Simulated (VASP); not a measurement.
# InPd (Fm-3m) in VASP: settings compared, part 2 of 2

VASP 6.6.1.

### 5 Single point, r2SCAN

This run uses another cell than the first one, of 16.59 Å³/atom.

POSCAR reads:

```
InPd
1.0
    0.0000000000      2.5506059067      2.5506059067
    2.5506059067      0.0000000000      2.5506059067
    2.5506059067      2.5506059067      0.0000000000
In Pd
1 1
Direct
    0.0000000000      0.0000000000      0.0000000000
    0.5000000000      0.5000000000      0.5000000000
```

INCAR.step1 reads:

```
SYSTEM = InPd
PREC = Accurate
ENCUT = 520
ISMEAR = -1
SIGMA = 0.05
LREAL = .False.
LASPH = .True.
NELM = 80
NBANDS = 18
GGA = PE
ALGO = Normal
EDIFF = 1E-4
LWAVE = .True.
LCHARG = .False.
```

INCAR.step2 reads:

```
SYSTEM = InPd
PREC = Accurate
ENCUT = 520
EDIFF = 1E-6
ISMEAR = -1
SIGMA = 0.05
LREAL = .False.
LASPH = .True.
NELM = 80
ALGO = Normal
ISIF = 2
LWAVE = .False.
LCHARG = .False.
METAGGA = R2SCAN
LMIXTAU = .True.
NBANDS = 18
ISTART = 1
```

KPOINTS reads:

```
Automatic mesh
0
Gamma
  8 8 8
  0 0 0
```

Potentials or basis: VASP PAW PBE potentials, release 64 (In_d, Pd).

Run with:

```sh
> cat potpaw_PBE.64/In_d/POTCAR potpaw_PBE.64/Pd/POTCAR > POTCAR
> cp INCAR.step1 INCAR
> mpirun -np 1 vasp_std > vasp.out
> cp INCAR.step2 INCAR
> mpirun -np 1 vasp_std > vasp.out
```

OUTCAR:

```text
SYSTEM = InPd
   PREC = Accurate
   ENCUT = 520
   EDIFF = 1E-6
   ISMEAR = -1
   LREAL = .False.
   LASPH = .True.
   NELM = 80
   ISIF = 2
   METAGGA = R2SCAN
   ISTART = 1

 ion  position               nearest neighbor table
   1  0.000  0.000  0.000-   2 2.55   2 2.55   2 2.55   2 2.55   2 2.55   2 2.55
   2  0.500  0.500  0.500-   1 2.55   1 2.55   1 2.55   1 2.55   1 2.55   1 2.55

  LATTYP: Found a face centered cubic cell.
 ALAT       =     5.1012118134

  Lattice vectors:

 A1 = (   0.0000000000,   2.5506059067,   2.5506059067)
 A2 = (   2.5506059067,   0.0000000000,   2.5506059067)
 A3 = (   2.5506059067,   2.5506059067,   0.0000000000)

Analysis of symmetry for initial positions (statically):
=====================================================================
 Subroutine PRICEL returns:
 Original cell was already a primitive cell.

 Routine SETGRP: Setting up the symmetry group for a
 face centered cubic supercell.

 Subroutine GETGRP returns: Found 48 space group operations
[... 160 lines left out ...]
  free energy    TOTEN  =       -45.57741523 eV

  energy without entropy =      -45.57033311  energy(sigma->0) =      -45.57387417

 E-fermi :  11.5721     XC(G=0): -13.3982

 val. band max:       11.5630553531   @ k =  -0.2500   0.3750   0.1250
 cond. band min:      11.7352615743   @ k =   0.3750   0.1250   0.0000
 fundamental gap:      0.1722062212
 Fermi energy:        11.5720990627

 k-point     1 :       0.0000    0.0000    0.0000
  band No.  band energies     occupation
      1      -4.3957      2.00000
      2      -4.3957      2.00000
      3      -4.1781      2.00000
      4      -4.1781      2.00000
      5      -4.1781      2.00000
      6       0.5453      2.00000
[... 481 lines left out ...]
      5      -3.9198      2.00000
      6       4.7261      2.00000
[... 10 lines left out ...]
     17      26.3947      0.00000
     18      27.2541      0.00000

 [... further k-points ...]

------------------------ aborting loop because EDIFF is reached ----------------------------------------

  FORCE on cell =-STRESS in cart. coord.  units (eV):
  Direction    XX          YY          ZZ          XY          YZ          ZX
  --------------------------------------------------------------------------------------
  -------------------------------------------------------------------------------------
  Total        6.5073632      6.5073632      6.5073632      0.0000000     -0.0000000     -0.0000000
  in kB      314.1633732    314.1633732    314.1633732      0.0000000     -0.0000000     -0.0000000
  external PRESSURE =     314.1633732 kB  Pullay stress =       0.0000000 kB

 VOLUME and BASIS-vectors are now :
 -----------------------------------------------------------------------------
  energy-cutoff  :      520.00
  volume of cell :       33.19
      direct lattice vectors                 reciprocal lattice vectors
     0.000000000  2.550605907  2.550605907    -0.196031852  0.196031852  0.196031852
     2.550605907  0.000000000  2.550605907     0.196031852 -0.196031852  0.196031852
     2.550605907  2.550605907  0.000000000     0.196031852  0.196031852 -0.196031852

 POSITION                                       TOTAL-FORCE (eV/Angst)
 -----------------------------------------------------------------------------------
      0.00000      0.00000      0.00000         0.000000      0.000000      0.000000
      2.55061      2.55061      2.55061        -0.000000     -0.000000     -0.000000
 -----------------------------------------------------------------------------------
    total drift:                                0.000000      0.000000      0.000000

  FREE ENERGIE OF THE ION-ELECTRON SYSTEM (eV)
  ---------------------------------------------------
  free  energy   TOTEN  =       -45.5774152303 eV

  energy  without entropy=      -45.5703331149  energy(sigma->0) =      -45.57387417
```

OUTCAR.step1:

```text
SYSTEM = InPd
   PREC = Accurate
   ENCUT = 520
   ISMEAR = -1
   LREAL = .False.
   LASPH = .True.
[... 724 lines left out ...]
      0.00000      0.00000      0.00000         0.000000      0.000000      0.000000
      2.55061      2.55061      2.55061         0.000000     -0.000000     -0.000000
 -----------------------------------------------------------------------------------
    total drift:                                0.000000      0.000000      0.000000

  FREE ENERGIE OF THE ION-ELECTRON SYSTEM (eV)
  ---------------------------------------------------
  free  energy   TOTEN  =        -7.5840011356 eV

  energy  without entropy=       -7.5765857680  energy(sigma->0) =       -7.58029345
```

It took 1.8 min on 1 thread of Intel Xeon 8259CL, shared host; peak memory 0.18 GiB.

Results:

```yaml
Free_energy: -45.5774 eV
Pressure: 31.4 GPa
Band_gap_on_the_k_mesh: zero (an odd number of electrons rules out a gap without spin polarisation)
```

Levels at points of the mesh, in eV from the Fermi level:
| k point | band 8 | band 9 | band 10 | band 11 | band 12 | band 13 | band 14 | band 15 |
| --- | --- | --- | --- | --- | --- | --- | --- | --- |
| (0.00, 0.00, 0.00) | -4.04 | -4.04 | -3.45 | -3.45 | 6.56 | 6.56 | 6.56 | 8.96 |
| (0.50, 0.00, 0.00) | -5.10 | -5.10 | -3.56 | -3.56 | -1.94 | 8.66 | 9.00 | 9.00 |
| (0.50, 0.50, 0.00) | -3.80 | -3.24 | -3.24 | -3.18 | 0.30 | 1.31 | 1.31 | 6.77 |

Caveat: the cell stands under pressure; the PAW data sets were made with another functional, which shifts forces and pressure a little; spin-orbit coupling is left out, which moves the levels of the heavy elements.

### 6 Single point, r2SCAN

This run uses another cell than the first one, of 17.38 Å³/atom.

POSCAR reads:

```
InPd
1.0
    0.0000000000      2.5904801718      2.5904801718
    2.5904801718      0.0000000000      2.5904801718
    2.5904801718      2.5904801718      0.0000000000
In Pd
1 1
Direct
    0.0000000000      0.0000000000      0.0000000000
    0.5000000000      0.5000000000      0.5000000000
```

INCAR.step1 reads:

```
ALGO = Normal
EDIFF = 1E-4
ENCUT = 520
GGA = PE
ISMEAR = -1
LASPH = T
LCHARG = F
LREAL = F
LWAVE = T
NBANDS = 18
NELM = 60
PREC = Accurate
SIGMA = 0.05
```

INCAR.step2 reads:

```
ALGO = Normal
EDIFF = 1E-7
ENCUT = 520
ISIF = 2
ISMEAR = -1
ISTART = 1
LASPH = T
LCHARG = F
LMIXTAU = T
LREAL = F
LWAVE = F
METAGGA = R2SCAN
NBANDS = 18
NELM = 60
PREC = Accurate
SIGMA = 0.05
```

KPOINTS reads:

```
k-points
0
Gamma
  8 8 8
```

Potentials or basis: VASP PAW PBE potentials, release 64 (In_d, Pd).

Run with:

```sh
> cat potpaw_PBE.64/In_d/POTCAR potpaw_PBE.64/Pd/POTCAR > POTCAR
> cp INCAR.step1 INCAR
> mpirun -np 1 vasp_std > vasp.out
> cp INCAR.step2 INCAR
> mpirun -np 1 vasp_std > vasp.out
```

Run time: 3.3 min. Hardware: 1 thread of Intel Xeon 8259CL, shared host; peak memory 0.18 GiB.

Results (log left out):

| Quantity | Value |
| --- | --- |
| Free energy | -45.8355 eV |
| Pressure | 21.1 GPa |
| Band gap on the k mesh | zero (an odd number of electrons rules out a gap without spin polarisation) |

Levels at points of the mesh, in eV from the Fermi level:
| k point | band 7 | band 8 | band 9 | band 10 | band 11 | band 12 | band 13 | band 14 | band 15 | band 16 |
| --- | --- | --- | --- | --- | --- | --- | --- | --- | --- | --- |
| (0.00, 0.00, 0.00) | -3.84 | -3.84 | -3.84 | -3.33 | -3.33 | 6.31 | 6.31 | 6.31 | 9.08 | 13.64 |
| (0.50, 0.00, 0.00) | -6.08 | -4.83 | -4.83 | -3.38 | -3.38 | -1.87 | 8.46 | 8.75 | 8.75 | 8.75 |
| (0.50, 0.50, 0.00) | -4.43 | -3.56 | -3.08 | -3.08 | -3.08 | 0.18 | 1.33 | 1.33 | 6.29 | 8.76 |

Caveat: the cell stands under pressure; the PAW data sets were made with another functional, which shifts forces and pressure a little; spin-orbit coupling is left out, which moves the levels of the heavy elements.

### 7 Overview

```tsv
task	level	cell	k mesh	cutoff (eV)	grid for exact exchange (PRECFOCK)	share of exact exchange	screening parameter	gap on the mesh (eV)	pressure (GPa)
single point	HSE06	a = 3.827 Å, angles 60.0°, 2 atoms	4 × 4 × 4	520	Normal	0.25	0.2079 1/Å	none	0.2
single point	PBE-based screened hybrid with 25 % exact exchange	a = 3.884 Å, angles 60.0°, 2 atoms	4 × 4 × 4	520	Normal	0.25	0.3 1/Å	none	-3.4
relaxation of cell and atoms	HSE06	relaxed from a = 3.884 Å, angles 60.0°, 2 atoms	4 × 4 × 4	600	Normal	0.25	0.2079 1/Å	none	0.0
single point	r2SCAN	a = 3.607 Å, angles 60.0°, 2 atoms	8 × 8 × 8	520	-	-	-	none	31.4
single point	r2SCAN	a = 3.663 Å, angles 60.0°, 2 atoms	8 × 8 × 8	520	-	-	-	none	21.1
```

Alike in all rows: potentials or basis VASP PAW PBE potentials, release 64 (In_d, Pd); no spin polarisation; smearing fermi-dirac 0.05 eV.

Caveats: some runs use coarse meshes; the PAW data sets were made with another functional, which shifts forces and pressure a little; spin-orbit coupling is left out, which moves the levels of the heavy elements; the cell stands under pressure (at least some runs).

Absolute energies hang on the potentials; compare differences alone.
